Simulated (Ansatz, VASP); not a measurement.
# Br in VASP and in Ansatz

```xyz
2
Lattice="0.0000 3.3640 3.3640 3.3640 0.0000 3.3640 3.3640 3.3640 0.0000" Properties=species:S:1:pos:R:3 pbc="T T T"
Br   -0.8410   -0.8410   -0.8410
Br    0.8410    0.8410    0.8410
```

Alike in both runs: task single point; functional LDA; k mesh 11 × 11 × 11; occupations fermi-dirac, width 0.08 eV; no spin polarisation.

|  | VASP | Ansatz |
| --- | --- | --- |
| version | VASP 6.6.1 | Ansatz 0.2.0 |
| potentials or method | VASP PAW LDA potentials, release 64 (Br), cutoff 520 eV | all-electron LAPW, scalar-relativistic |

|  | VASP | Ansatz | Ansatz less VASP |
| --- | --- | --- | --- |
| pressure (GPa) | 0.0 | 0.0 | -0.02 |

LDA's correlation is that of Perdew and Zunger in VASP and of Perdew and Wang (1992) in Ansatz. Ansatz ran all-electron here, and VASP with PAW potentials.
